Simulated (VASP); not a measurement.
Pb: single point with r2SCAN

Crystal: Pb.

```
Pb
1.0
    -1.93925    1.93925    1.93925
     1.93925   -1.93925    1.93925
     1.93925    1.93925   -1.93925
Pb
1
Cartesian
  0.0000 0.0000 0.0000
```

This isn't the form of Pb at room conditions, which is fcc.

- Program: VASP 6.6.1
- Task: single point
- Functional: r2SCAN
- Potentials or basis: VASP PAW PBE potentials, release 64 (Pb_d)
- Cutoff: 520 eV
- k mesh: 9 × 9 × 9
- Occupations: fermi-dirac, width 0.05 eV
- Spin: no spin polarisation
- Dipole correction: no
- Further INCAR settings: ALGO = Normal; EDIFF = 1e-06; NBANDS = 13

```
Pressure               : 2.7 GPa
Band gap on the k mesh : zero (bands 7 and 8 overlap by 10.57 eV)
```

Levels at points of the mesh, in eV from the Fermi level:
| k point | band 5 | band 6 | band 7 | band 8 | band 9 | band 10 |
| --- | --- | --- | --- | --- | --- | --- |
| (0.00, 0.00, 0.00) | -17.62 | -12.65 | 8.24 | 8.24 | 8.24 | 11.87 |

It took 100 s on 1 thread of AMD EPYC 7R13, with other jobs on the host, peak memory 0.14 GiB.

Caveat: the PAW data sets were made with another functional, which shifts forces and pressure a little; spin-orbit coupling is left out, which moves the levels of the heavy elements.
